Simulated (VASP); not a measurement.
# CoO (Fm-3m) in VASP: notebook, part 2 of 2

VASP 6.6.1. Earlier steps stand in the parts before.

### 4 Single point, PBE+D4, collinear spin, ferromagnetic start

This run uses another cell than the first one, of 9.39 Å³/atom, 1.032 times its volume.

The input, INCAR:

```
  ALGO = Normal
  EDIFF = 1E-7
  ENCUT = 520
  GGA = PE
  ISIF = 2
  ISMEAR = -1
  ISPIN = 2
  IVDW = 13
  LASPH = True
  LCHARG = False
  LMAXMIX = 4
  LORBIT = 11
  LREAL = False
  LWAVE = False
  MAGMOM = 2 0
  NBANDS = 18
  NELM = 150
  PREC = Accurate
  SIGMA = 0.05
```

The input, KPOINTS:

```
k-points
0
Gamma
  11 11 11
```

The input, POSCAR:

```
CoO
1.0
    0.0000000000      2.1098241985      2.1098241985
    2.1098241985      0.0000000000      2.1098241985
    2.1098241985      2.1098241985      0.0000000000
Co O
1 1
Direct
    0.0000000000      0.0000000000      0.0000000000
    0.5000000000      0.5000000000      0.5000000000
```

Potentials or basis: VASP PAW PBE potentials, release 64 (Co, O).

On the command line:

```
$ cat potpaw_PBE.64/Co/POTCAR potpaw_PBE.64/O/POTCAR > POTCAR
$ mpirun -np 1 vasp_std > vasp.out
```

OUTCAR:

```text
EDIFF = 1E-7
   ENCUT = 520
   GGA = PE
   ISIF = 2
   ISMEAR = -1
   ISPIN = 2
   IVDW = 13
   LASPH = True
   LORBIT = 11
   LREAL = False
   NELM = 150
   PREC = Accurate

 ion  position               nearest neighbor table
   1  0.000  0.000  0.000-   2 2.11   2 2.11   2 2.11   2 2.11   2 2.11   2 2.11
   2  0.500  0.500  0.500-   1 2.11   1 2.11   1 2.11   1 2.11   1 2.11   1 2.11

  LATTYP: Found a face centered cubic cell.
 ALAT       =     4.2196483970

  Lattice vectors:

 A1 = (   0.0000000000,   2.1098241985,   2.1098241985)
 A2 = (   2.1098241985,   0.0000000000,   2.1098241985)
 A3 = (   2.1098241985,   2.1098241985,   0.0000000000)

[... 1224 lines left out ...]

 VOLUME and BASIS-vectors are now :
 -----------------------------------------------------------------------------
  energy-cutoff  :      520.00
  volume of cell :       18.78
      direct lattice vectors                 reciprocal lattice vectors
     0.000000000  2.109824199  2.109824199    -0.236986570  0.236986570  0.236986570
     2.109824199  0.000000000  2.109824199     0.236986570 -0.236986570  0.236986570
     2.109824199  2.109824199  0.000000000     0.236986570  0.236986570 -0.236986570

 POSITION                                       TOTAL-FORCE (eV/Angst)
 -----------------------------------------------------------------------------------
      0.00000      0.00000      0.00000        -0.000000     -0.000000     -0.000000
      2.10982      2.10982      2.10982         0.000000      0.000000      0.000000
 -----------------------------------------------------------------------------------
    total drift:                                0.000000     -0.000000     -0.000000

  FREE ENERGIE OF THE ION-ELECTRON SYSTEM (eV)
  ---------------------------------------------------
  free  energy   TOTEN  =       -13.6230820449 eV

  energy  without entropy=      -13.5888983533  energy(sigma->0) =      -13.60599020

 total charge

# of ion       s       p       d       tot
------------------------------------------
    1        0.301   0.375   7.168   7.845
    2        1.557   3.435   0.000   4.992
--------------------------------------------------
tot          1.858   3.810   7.168  12.836

 magnetization (x)

# of ion       s       p       d       tot
------------------------------------------
    1        0.021   0.018   2.462   2.501
    2        0.029   0.250   0.000   0.279
--------------------------------------------------
tot          0.050   0.268   2.462   2.781
```

stdout:

```text
POSCAR found type information on POSCAR CoO
 POSCAR found :  2 types and       2 ions
 scaLAPACK will be used
 LDA part: xc-table for (Slater+PW92), standard interpolation
 POSCAR, INCAR and KPOINTS ok, starting setup
 FFT: planning ... GRIDC
 FFT: planning ... GRID_SOFT
 FFT: planning ... GRID
 WAVECAR not read
 entering main loop
```

Run time: 29 s. Hardware: 1 thread of Intel Xeon 6975P-C (Granite Rapids), shared host; peak memory 0.17 GiB.

Results:

```
Free energy                                           : -13.6231 eV
Pressure                                              : -0.6 GPa
Net moment                                            : 2.83 μB per cell
Site moments                                          : Co +2.50; O +0.28 μB
Valence electrons inside the program's atomic spheres : Co 7.84; O 4.99
Dispersion energy per atom                            : -0.281 eV
```

Caveat: a cell with one magnetic atom can't hold antiferromagnetic order, which such compounds often take; semilocal functionals often make such compounds metallic where correlation or magnetic order opens a gap, which also shifts bond lengths; pairwise dispersion overbinds metals, which lowers pressure and volume.

### 5 Single point, PBEsol+D3(BJ), collinear spin, ferromagnetic start

This run uses another cell than the first one, of 9.61 Å³/atom, 1.056 times its volume.

The input, INCAR:

```
PREC     = Accurate       # precision mode
ENCUT    = 520            # plane-wave cutoff, eV
EDIFF    = 1E-7           # SCF threshold, eV
ISMEAR   = -1             # smearing method
SIGMA    = 0.05           # smearing width, eV
LREAL    = False          # projectors in reciprocal space
LASPH    = True           # aspherical terms in the spheres
NELM     = 150            # most SCF steps
ALGO     = Normal         # electronic algorithm
ISIF     = 2              # what is computed and relaxed
LWAVE    = False          # write WAVECAR
LCHARG   = True           # write CHGCAR
ISPIN    = 2              # spin polarisation
MAGMOM   = 2 0            # initial moments
LORBIT   = 11             # projections on sites
LMAXMIX  = 4              # l up to which the mixer works
GGA      = PS             # functional
IVDW     = 12             # dispersion correction
LELF     = True           # ELF
LVHAR    = True         
NBANDS   = 18             # bands
```

The input, KPOINTS:

```
regular mesh
0
Gamma
  11 11 11
```

The input, POSCAR:

```
CoO
1.0
    0.0000000000      2.1259898853      2.1259898853
    2.1259898853      0.0000000000      2.1259898853
    2.1259898853      2.1259898853      0.0000000000
Co O
1 1
Direct
    0.0000000000      0.0000000000      0.0000000000
    0.5000000000      0.5000000000      0.5000000000
```

On the command line:

```
$ cat potpaw_PBE.64/Co/POTCAR potpaw_PBE.64/O/POTCAR > POTCAR
$ mpirun -np 1 vasp_std > vasp.out
```

Wall time 25 s (1 thread of Intel Xeon 6975P-C (Granite Rapids), shared host); peak memory 0.17 GiB.

The run converged. Its results:

```yaml
Free_energy: -14.4019 eV
Pressure: -0.6 GPa
Net_moment: 2.92 μB per cell
Site_moments: Co +2.55; O +0.31 μB
Valence_electrons_inside_the_program's_atomic_spheres: Co 7.81; O 4.95
Dispersion_energy_per_atom: -0.217 eV
```

Levels at points of the mesh, in eV from the Fermi level:
Spin up:
```csv
k point,band 7,band 8,band 9,band 10,band 11,band 12
"(0.00, 0.00, 0.00)",-3.15,-3.15,-3.15,0.87,16.59,17.95
```
Spin down:
| k point | band 4 | band 5 | band 6 | band 7 | band 8 | band 9 |
| --- | --- | --- | --- | --- | --- | --- |
| (0.00, 0.00, 0.00) | -2.64 | -1.12 | -1.12 | -1.12 | -0.14 | -0.14 |

Caveat: the PAW data sets were made with another functional, which shifts forces and pressure a little; a cell with one magnetic atom can't hold antiferromagnetic order, which such compounds often take; semilocal functionals often make such compounds metallic where correlation or magnetic order opens a gap, which also shifts bond lengths; pairwise dispersion overbinds metals, which lowers pressure and volume. With open d or f shells a metallic result of PBEsol can be an artefact of self-interaction; +U or a hybrid may open a gap.

### 6 Relaxation of cell and atoms, PBE+D4, collinear spin, ferromagnetic start

This run uses another cell than the first one, of 9.68 Å³/atom, 1.064 times its volume.

The input, INCAR:

```
PREC = Accurate
ENCUT = 600
EDIFF = 1E-6
ISMEAR = -1
SIGMA = 0.05
LREAL = F
LASPH = T
NELM = 150
ALGO = Normal
ISIF = 3
LWAVE = F
LCHARG = F
ISPIN = 2
MAGMOM = 2 0
LORBIT = 11
LMAXMIX = 4
GGA = PE
IVDW = 13
IBRION = 2
NSW = 60
EDIFFG = -0.01
```

The input, KPOINTS:

```
Automatic mesh
0
Gamma
  11 11 11
```

The input, POSCAR:

```
CoO
1.0
    0.0000000000      2.1315000000      2.1315000000
    2.1315000000      0.0000000000      2.1315000000
    2.1315000000      2.1315000000      0.0000000000
Co O
1 1
Direct
    0.0000000000      0.0000000000      0.0000000000
    0.5000000000      0.5000000000      0.5000000000
```

Potentials or basis: VASP PAW PBE potentials, release 64 (Co, O).

On the command line:

```
$ cat potpaw_PBE.64/Co/POTCAR potpaw_PBE.64/O/POTCAR > POTCAR
$ mpirun -np 1 vasp_std > vasp.out
```

OUTCAR:

```text
PREC = Accurate
   ENCUT = 600
   EDIFF = 1E-6
   ISMEAR = -1
   LREAL = F
   LASPH = T
   NELM = 150
   ISIF = 3
   ISPIN = 2
   LORBIT = 11
   GGA = PE
   IVDW = 13
   IBRION = 2
   NSW = 60
   EDIFFG = -0.01

 ion  position               nearest neighbor table
   1  0.000  0.000  0.000-   2 2.13   2 2.13   2 2.13   2 2.13   2 2.13   2 2.13
   2  0.500  0.500  0.500-   1 2.13   1 2.13   1 2.13   1 2.13   1 2.13   1 2.13

  LATTYP: Found a face centered cubic cell.
 ALAT       =     4.2630000000

  Lattice vectors:

 A1 = (   0.0000000000,   2.1315000000,   2.1315000000)
 A2 = (   2.1315000000,   0.0000000000,   2.1315000000)
 A3 = (   2.1315000000,   2.1315000000,   0.0000000000)

Analysis of symmetry for initial positions (statically):
[... 25 lines left out ...]
The dynamic configuration has the point symmetry O_h .

Analysis of structural, dynamic, and magnetic symmetry:
=====================================================================
 Subroutine PRICEL returns:
[... 7 lines left out ...]
 out of a pool of 48 trial point group operations.

The overall configuration has the point symmetry O_h .

 Subroutine INISYM returns: Found 48 space group operations
[... 5 lines left out ...]
                                     Primitive cell

  volume of cell :      19.3681

  direct lattice vectors                    reciprocal lattice vectors
     0.000000000  2.131500000  2.131500000    -0.234576589  0.234576589  0.234576589
     2.131500000  0.000000000  2.131500000     0.234576589 -0.234576589  0.234576589
     2.131500000  2.131500000  0.000000000     0.234576589  0.234576589 -0.234576589

  length of vectors
     3.014396208  3.014396208  3.014396208     0.406298571  0.406298571  0.406298571

  position of ions in fractional coordinates (direct lattice)
     0.000000000  0.000000000  0.000000000
     0.500000000  0.500000000  0.500000000

  ion indices of the primitive-cell ions
   primitive index   ion index
                 1           1
                 2           2

----------------------------------------------------------------------------------------

 KPOINTS: Automatic mesh

Automatic generation of k-mesh.
 Grid dimensions read from file:
 generate k-points for:   11   11   11

 Generating k-lattice:

[... 98 lines left out ...]

--------------------------------------- Ionic step        1  -------------------------------------------

 number of electron      15.0000007 magnetization       2.8984129

 Free energy of the ion-electron system (eV)
  ---------------------------------------------------
  ext. energy  EPLUGINS =         0.00000000
  ---------------------------------------------------
  free energy    TOTEN  =       -13.06429942 eV

  energy without entropy =      -13.02957569  energy(sigma->0) =      -13.04693756

------------------------ aborting loop because EDIFF is reached ----------------------------------------

  DFT-D4 for vdW energy calculation

  Edisp (eV):   -0.54989
[... 71 lines left out ...]
--------------------------------------- Ionic step        3  -------------------------------------------

 number of electron      15.0000000 magnetization       2.8176971

 Free energy of the ion-electron system (eV)
  ---------------------------------------------------
  ext. energy  EPLUGINS =         0.00000000
  ---------------------------------------------------
  free energy    TOTEN  =       -13.06314740 eV

  energy without entropy =      -13.02896369  energy(sigma->0) =      -13.04605555

 E-fermi :   8.3738     XC(G=0): -12.5979

 val. band max:        8.3710057658   @ k =  -0.2727   0.1818   0.0000
 cond. band min:       8.3822861585   @ k =  -0.2727   0.2727   0.0000
 fundamental gap:      0.0112803927
 Fermi energy:         8.3737653031

 spin component 1

 k-point     1 :       0.0000    0.0000    0.0000
  band No.  band energies     occupation
      1     -12.1225      1.00000
      2       5.1133      1.00000
      3       5.1133      1.00000
      4       5.1133      1.00000
      5       5.1293      1.00000
      6       5.1293      1.00000
      7       5.3037      1.00000
      8       5.3038      1.00000
      9       5.3038      1.00000
     10       9.5563      0.00000
     11      25.3393      0.00000
     12      26.7823      0.00000
[... 333 lines left out ...]
      1     -11.3349      1.00000
      2       1.5338      1.00000
      3       2.6290      1.00000
      4       3.2393      1.00000
      5       5.6550      1.00000
      6       5.6914      1.00000
      7       6.4522      1.00000
      8       6.4641      1.00000
      9       8.1758      0.98128
     10      13.2310      0.00000
     11      20.1013      0.00000
     12      21.2858      0.00000

 [... further k-points ...]

 spin component 2

 k-point     1 :       0.0000    0.0000    0.0000
  band No.  band energies     occupation
      1     -11.6533      1.00000
      2       5.6385      1.00000
      3       5.6386      1.00000
      4       5.6386      1.00000
      5       7.2046      1.00000
      6       7.2047      1.00000
      7       7.2047      1.00000
      8       8.3922      0.40874
      9       8.3924      0.40810
     10      10.0771      0.00000
     11      25.2536      0.00000
     12      27.2687      0.00000
[... 378 lines left out ...]
  FREE ENERGIE OF THE ION-ELECTRON SYSTEM (eV)
  ---------------------------------------------------
  free  energy   TOTEN  =       -13.6268500822 eV

  energy  without entropy=      -13.5926663711  energy(sigma->0) =      -13.60975823

 reached required accuracy - stopping structural energy minimisation

 total charge

# of ion       s       p       d       tot
------------------------------------------
    1        0.303   0.378   7.172   7.853
    2        1.553   3.439   0.000   4.992
--------------------------------------------------
tot          1.856   3.817   7.172  12.845

 magnetization (x)

# of ion       s       p       d       tot
------------------------------------------
    1        0.021   0.019   2.454   2.494
    2        0.029   0.247   0.000   0.277
--------------------------------------------------
tot          0.050   0.266   2.454   2.770
```

OSZICAR:

```text
N       E                     dE             d eps       ncg     rms          rms(c)
DAV:   1     0.956023176916E+02    0.95602E+02   -0.78916E+03  2704   0.160E+03
DAV:   2    -0.773556192538E+01   -0.10334E+03   -0.91719E+02  2796   0.301E+02
[... 30 lines left out ...]
DAV:   4    -0.130634604201E+02    0.63343E-03   -0.17622E-03  3880   0.106E+00    0.164E-01
DAV:   5    -0.130631476450E+02    0.31278E-03   -0.57758E-04  3660   0.315E-01    0.659E-02
DAV:   6    -0.130631479332E+02   -0.28820E-06   -0.56325E-05  3528   0.137E-01    0.241E-02
DAV:   7    -0.130631466932E+02    0.12400E-05   -0.66804E-06  2956   0.322E-02    0.151E-02
DAV:   8    -0.130631478182E+02   -0.11250E-05   -0.29195E-06  1408   0.335E-02    0.146E-02
DAV:   9    -0.130631474023E+02    0.41585E-06   -0.14135E-06  1356   0.276E-02
   3 F= -.13626850E+02 E0= -.13609758E+02  d E =-.126596E-01  mag=     2.8176
```

Run time: 41 s. Hardware: 1 thread of Intel Xeon 6975P-C (Granite Rapids), shared host; peak memory 0.17 GiB.

What came out:

- Free energy: -13.6269 eV
- Relaxed volume: 9.35 Å³/atom
- Relaxed cell: a = 2.979 Å, b = 2.979 Å, c = 2.979 Å, α = 60.00°, β = 60.00°, γ = 60.00°
- Space group after relaxing (to 0.05 Å): Fm-3m (No. 225)
- Energy gained by relaxing: 6.3 meV/atom
- Ionic steps: 3
- Pressure after relaxing: 0.0 GPa
- Net moment: 2.82 μB per cell
- Site moments: Co +2.49; O +0.28 μB
- Valence electrons inside the program's atomic spheres: Co 7.85; O 4.99
- Dispersion energy per atom: -0.282 eV

Step by step:
| step | energy change (eV) | largest force (eV/Å) | pressure (GPa) | volume (Å³) |
| --- | --- | --- | --- | --- |
| 1 | 0.0000 | 0.0000 | -6.00 | 19.37 |
| 2 | -0.0095 | 0.0000 | 3.07 | 18.37 |
| 3 | -0.0127 | 0.0000 | -0.05 | 18.70 |

Final structure:
```cif
data_structure
_symmetry_space_group_name_H-M 'P 1'
_symmetry_Int_Tables_number 1
_cell_length_a 2.9792
_cell_length_b 2.9792
_cell_length_c 2.9792
_cell_angle_alpha 60.000
_cell_angle_beta 60.000
_cell_angle_gamma 60.000
_cell_volume 18.70
loop_
_atom_site_label
_atom_site_type_symbol
_atom_site_fract_x
_atom_site_fract_y
_atom_site_fract_z
_atom_site_occupancy
Co1 Co 0.00000 0.00000 0.00000 1
O1 O 0.50000 0.50000 0.50000 1
```

Caveat: a cell with one magnetic atom can't hold antiferromagnetic order, which such compounds often take; semilocal functionals often make such compounds metallic where correlation or magnetic order opens a gap, which also shifts bond lengths; pairwise dispersion overbinds metals, which lowers pressure and volume. With open d or f shells a metallic result of PBE can be an artefact of self-interaction; +U or a hybrid may open a gap.

### 7 The runs side by side

| task | level | potentials or basis | cell | cutoff (eV) | second run | gap on the mesh (eV) | pressure (GPa) | moment (μB) |
| --- | --- | --- | --- | --- | --- | --- | --- | --- |
| single point | revPBE | VASP PAW PBE potentials, release 64 (Co_sv, O) | a = 2.953 Å, angles 60.0°, 2 atoms | 600 | valence_matched | none | 11.5 | 2.79 |
| single point | PBEsol+D4 | VASP PAW PBE potentials, release 64 (Co, O) | a = 2.939 Å, angles 60.0°, 2 atoms | 520 | - | none | -0.9 | 2.72 |
| single point | PBE+D4 | VASP PAW PBE potentials, release 64 (Co, O) | a = 2.984 Å, angles 60.0°, 2 atoms | 520 | - | none | -0.6 | 2.83 |
| single point | PBEsol+D3(BJ) | VASP PAW PBE potentials, release 64 (Co, O) | a = 3.007 Å, angles 60.0°, 2 atoms | 520 | - | none | -0.6 | 2.92 |
| relaxation of cell and atoms | PBE+D4 | VASP PAW PBE potentials, release 64 (Co, O) | relaxed from a = 3.014 Å, angles 60.0°, 2 atoms | 600 | - | none | 0.0 | 2.82 |

Alike in all rows: spin collinear, ferromagnetic start; k mesh 11 × 11 × 11; smearing fermi-dirac 0.05 eV.

Caveats: a cell with one magnetic atom can't hold antiferromagnetic order, which such compounds often take; semilocal functionals often make such compounds metallic where correlation or magnetic order opens a gap, which also shifts bond lengths; pairwise dispersion overbinds metals, which lowers pressure and volume (some runs); the PAW data sets were made with another functional, which shifts forces and pressure a little (some runs).

Total energies depend on the potentials used, so only differences within one code and one set of settings carry meaning.
